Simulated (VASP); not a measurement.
# Ta2Si (I4/mcm) in VASP: a series of runs, part 2 of 2

VASP 6.6.1. Earlier steps stand in the parts before.

## 5. Single point, PBEsol (16.14 Å³/atom)

This run uses another cell than the first one, of 16.14 Å³/atom.

INCAR reads:

```
SYSTEM = Ta2Si
ALGO     = Fast           ! electronic algorithm
EDIFF    = 1E-6           ! SCF threshold, eV
ENCUT    = 520            ! plane-wave cutoff, eV
GGA      = PS             ! functional
ISIF     = 2              ! what is computed and relaxed
ISMEAR   = -1             ! smearing method
LASPH    = .TRUE.         ! aspherical terms in the spheres
LCHARG   = .FALSE.        ! write CHGCAR
LREAL    = .FALSE.        ! projectors in reciprocal space
LWAVE    = .FALSE.        ! write WAVECAR
NBANDS   = 35             ! bands
NELM     = 60             ! most SCF steps
PREC     = Accurate       ! precision mode
SIGMA    = 0.15           ! smearing width, eV
```

KPOINTS reads:

```
k-points
0
G
  10 10 10
  0 0 0
```

POSCAR reads:

```
Ta2Si
1.0
   -3.0885637574      3.0885637574      2.5381922728
    3.0885637574     -3.0885637574      2.5381922728
    3.0885637574      3.0885637574     -2.5381922728
Ta Si
4 2
Direct
    0.6627946804      0.8372053196      0.5000000000
    0.8372053196      0.3372053196      0.1744106391
    0.3372053196      0.1627946804      0.5000000000
    0.1627946804      0.6627946804      0.8255893609
    0.2500000000      0.2500000000      0.0000000000
    0.7500000000      0.7500000000      0.0000000000
```

Run with:

```sh
> cat potpaw_PBE.64/Ta_pv/POTCAR potpaw_PBE.64/Si/POTCAR > POTCAR
> mpirun -np 1 vasp_std > vasp.out
```

Run time: 9.6 min. Hardware: 1 thread of Intel Xeon 8259CL, shared host; peak memory 0.43 GiB.

The run converged. Its results:

```yaml
Free_energy: -65.4145 eV
Pressure: -4.1 GPa
Largest_force: 0.007 eV/Å
Band_gap_on_the_k_mesh: zero (bands 26 and 27 overlap by 0.72 eV)
```

Forces in eV/Å, atoms in the order of the input:
```
Ta   0.005 -0.005  0.000
Ta   0.005  0.005  0.000
Ta  -0.005  0.005  0.000
Ta  -0.005 -0.005  0.000
Si   0.000  0.000  0.000
Si   0.000  0.000  0.000
```

Levels at points of the mesh, in eV from the Fermi level:
```csv
k point,band 23,band 24,band 25,band 26,band 27,band 28,band 29,band 30
"(0.00, 0.00, 0.00)",-2.45,-1.99,0.21,0.26,0.90,1.33,1.33,1.57
"(0.50, 0.00, 0.00)",-1.93,-1.93,-1.03,-1.03,0.69,0.69,1.88,1.88
"(0.50, 0.50, 0.00)",-1.93,-1.42,-0.19,0.05,0.09,0.68,1.34,1.80
"(0.50, 0.50, 0.50)",-1.04,-1.02,-0.96,-0.96,-0.18,0.23,0.71,0.71
```

Caveat: the cell stands under tension; the PAW data sets were made with another functional, which shifts forces and pressure a little; spin-orbit coupling is left out, which moves the levels of the heavy elements.

## 6. Relaxation of cell and atoms, PBEsol, target pressure 10 GPa, at which the enthalpy is minimised

This run uses another cell than the first one, of 15.18 Å³/atom.

INCAR reads:

```
SYSTEM = Ta2Si
PREC = Accurate
ENCUT = 600
EDIFF = 1E-6
ISMEAR = 0
SIGMA = 0.1
LREAL = .False.
LASPH = .True.
NELM = 60
ALGO = Fast
ISIF = 3
LWAVE = .False.
LCHARG = .False.
GGA = PS
IBRION = 2
NSW = 70
EDIFFG = -0.008
PSTRESS = 100.0
```

KPOINTS reads:

```
Automatic mesh
0
Gamma
  10 10 10
  0 0 0
```

POSCAR reads:

```
Ta2Si
1.0
   -3.0276525668      3.0276525668      2.4843003495
    3.0276525668     -3.0276525668      2.4843003495
    3.0276525668      3.0276525668     -2.4843003495
Ta Si
4 2
Direct
    0.6628344966      0.8371655034      0.5000000000
    0.8371655034      0.3371655034      0.1743310069
    0.3371655034      0.1628344966      0.5000000000
    0.1628344966      0.6628344966      0.8256689931
    0.2500000000      0.2500000000      0.0000000000
    0.7500000000      0.7500000000      0.0000000000
```

Potentials or basis: VASP PAW PBE potentials, release 64 (Ta_pv, Si).

Run with:

```sh
> cat potpaw_PBE.64/Ta_pv/POTCAR potpaw_PBE.64/Si/POTCAR > POTCAR
> mpirun -np 1 vasp_std > vasp.out
```

OUTCAR:

```text
SYSTEM = Ta2Si
   PREC = Accurate
   ENCUT = 600
   EDIFF = 1E-6
   ISMEAR = 0
   LREAL = .False.
   LASPH = .True.
   NELM = 60
   ISIF = 3
   GGA = PS
   IBRION = 2
   NSW = 70
   EDIFFG = -0.008
   PSTRESS = 100.0

 ion  position               nearest neighbor table
   1  0.663  0.837  0.500-   5 2.59   6 2.59   6 2.59   5 2.59   3 2.79   3 2.90   3 2.90   2 3.17
                             4 3.17   4 3.17   2 3.17   4 3.21   2 3.21   4 3.21   2 3.21
   2  0.837  0.337  0.174-   6 2.59   5 2.59   5 2.59   6 2.59   4 2.79   4 2.90   4 2.90   1 3.17
                             3 3.17   3 3.17   1 3.17   1 3.21   3 3.21   3 3.21   1 3.21
   3  0.337  0.163  0.500-   6 2.59   5 2.59   5 2.59   6 2.59   1 2.79   1 2.90   1 2.90   2 3.17
                             4 3.17   4 3.17   2 3.17   4 3.21   2 3.21   2 3.21   4 3.21
   4  0.163  0.663  0.826-   6 2.59   5 2.59   5 2.59   6 2.59   2 2.79   2 2.90   2 2.90   3 3.17
                             1 3.17   1 3.17   3 3.17   3 3.21   1 3.21   1 3.21   3 3.21
   5  0.250  0.250  0.000-   6 2.48   6 2.48   1 2.59   3 2.59   1 2.59   3 2.59   2 2.59   4 2.59
                             4 2.59   2 2.59
   6  0.750  0.750  0.000-   5 2.48   5 2.48   3 2.59   1 2.59   3 2.59   1 2.59   4 2.59   2 2.59
                             4 2.59   2 2.59

  LATTYP: Found a body centered tetragonal cell.
 ALAT       =     6.0553051336
 C/A-ratio  =     0.8205368003
[... 200 lines left out ...]
  -------------------------------------------------------------------------------------
  Total        6.0291013      6.0291013      5.9113818      0.0000000      0.0000000     -0.0000000
  in kB      106.0442190    106.0442190    103.9736834      0.0000000      0.0000000     -0.0000000
  external PRESSURE =       5.3540405 kB  Pullay stress =     100.0000000 kB
[... 155 lines left out ...]
--------------------------------------- Ionic step        5  -------------------------------------------

 number of electron      52.0000000 magnetization

 Free energy of the ion-electron system (eV)
  ---------------------------------------------------
  ext. energy  EPLUGINS =         0.00000000
  ---------------------------------------------------
  free energy    TOTEN  =       -65.20457888 eV

  energy without entropy =      -65.18884687  energy(sigma->0) =      -65.19671287

 E-fermi :   7.9312     XC(G=0): -12.7935

 val. band max:        7.9283258390   @ k =  -0.4000   0.4000   0.1000
 cond. band min:       7.9387400534   @ k =   0.5000   0.5000   0.3000
 fundamental gap:      0.0104142143
 Fermi energy:         7.9311582688

 k-point     1 :       0.0000    0.0000    0.0000
  band No.  band energies     occupation
      1     -26.5046      2.00000
      2     -26.4742      2.00000
      3     -26.4742      2.00000
      4     -26.4141      2.00000
      5     -26.4141      2.00000
      6     -26.4064      2.00000
[... 805 lines left out ...]
     30       9.7874      0.00000
     31      10.6990      0.00000

 [... further k-points ...]

------------------------ aborting loop because EDIFF is reached ----------------------------------------

  FORCE on cell =-STRESS in cart. coord.  units (eV):
  Direction    XX          YY          ZZ          XY          YZ          ZX
  --------------------------------------------------------------------------------------
  -------------------------------------------------------------------------------------
  Total        5.7100792      5.7100792      5.7014912      0.0000000      0.0000000     -0.0000000
  in kB      100.2562166    100.2562166    100.1054306      0.0000000      0.0000000     -0.0000000
  external PRESSURE =       0.2059546 kB  Pullay stress =     100.0000000 kB
[... 25 lines left out ...]
  energy  without entropy=      -65.1888468733  energy(sigma->0) =      -65.19671287

  enthalpy is  TOTEN    =       -59.5090924743 eV   P V=        5.6954864022

 reached required accuracy - stopping structural energy minimisation
```

Wall time 7.6 min (1 thread of AMD EPYC 9R45 (Zen 5), shared host); peak memory 0.42 GiB.

Results:

```
Free energy                                                : -65.2046 eV
Relaxed volume                                             : 15.21 Å³/atom
Relaxed cell                                               : a = 4.954 Å, b = 4.954 Å, c = 4.954 Å, α = 104.57°, β = 104.57°, γ = 119.80°
Space group after relaxing (to 0.1 Å)                      : I4/mcm (No. 140)
Energy change on relaxing (the run minimises the enthalpy) : -1.8 meV/atom
Ionic steps                                                : 5
Pressure after relaxing                                    : 10.0 GPa
Band gap on the k mesh                                     : zero (bands 26 and 27 overlap by 0.83 eV)
```

Step by step:
| step | energy change (eV) | largest force (eV/Å) | pressure (GPa) | volume (Å³) |
| --- | --- | --- | --- | --- |
| 1 | 0.0000 | 0.0506 | 10.54 | 91.09 |
| 2 | -0.0400 | 0.0180 | 8.54 | 91.76 |
| 3 | -0.0130 | 0.0296 | 9.90 | 91.29 |
| 4 | -0.0126 | 0.0303 | 9.95 | 91.29 |
| 5 | -0.0106 | 0.0014 | 10.02 | 91.25 |

Final structure:
```xyz
6
Lattice="-3.0303 3.0303 2.4844 3.0303 -3.0303 2.4844 3.0303 3.0303 -2.4844" Properties=species:S:1:pos:R:3 pbc="T T T"
Ta    2.0448    0.9854    2.4844
Ta   -0.9854    2.0448    2.4844
Ta    0.9854    2.0448    0.0000
Ta    4.0157    0.9854    0.0000
Si    0.0000    0.0000    1.2422
Si    0.0000    0.0000    3.7266
```

Caveat: the cell is relaxed towards a set pressure, so the run minimises the enthalpy, not the energy; the PAW data sets were made with another functional, which shifts forces and pressure a little; spin-orbit coupling is left out, which moves the levels of the heavy elements.

## 7. The runs side by side

| task | cell | cutoff (eV) | smearing | gap on the mesh (eV) | pressure (GPa) | largest force (eV/Å) |
| --- | --- | --- | --- | --- | --- | --- |
| single point | a = 4.985 Å, angles 104.6, 104.6, 119.8°, 6 atoms | 520 | fermi-dirac 0.15 eV | none | 5.1 | 0.01 |
| single point | a = 5.018 Å, angles 104.6, 104.6, 119.7°, 6 atoms | 520 | gaussian 0.1 eV | none | 0.3 | 0.01 |
| single point | a = 5.019 Å, angles 104.6, 104.6, 119.7°, 6 atoms | 520 | fermi-dirac 0.15 eV | none | 0.3 | 0.01 |
| single point | a = 5.052 Å, angles 104.6, 104.6, 119.7°, 6 atoms | 520 | fermi-dirac 0.15 eV | none | -4.1 | 0.01 |
| relaxation of cell and atoms | relaxed to 10 GPa from a = 4.950 Å, angles 104.6, 104.6, 119.8°, 6 atoms | 600 | gaussian 0.1 eV | none | 10.0 | - |

Some of these runs hold the atoms at other places in the same cell, which the table doesn't show; runs alike in all that it shows share one row.

Alike in all rows: level PBEsol; potentials or basis VASP PAW PBE potentials, release 64 (Ta_pv, Si); no spin polarisation; k mesh 10 × 10 × 10.

Caveats: the PAW data sets were made with another functional, which shifts forces and pressure a little; spin-orbit coupling is left out, which moves the levels of the heavy elements; the cell stands under pressure (at least some runs); the cell stands under tension (at least some runs); the cell is relaxed towards a set pressure, so the run minimises the enthalpy, not the energy (at least some runs).

Total energies depend on the potentials used, so only differences within one code and one set of settings carry meaning.
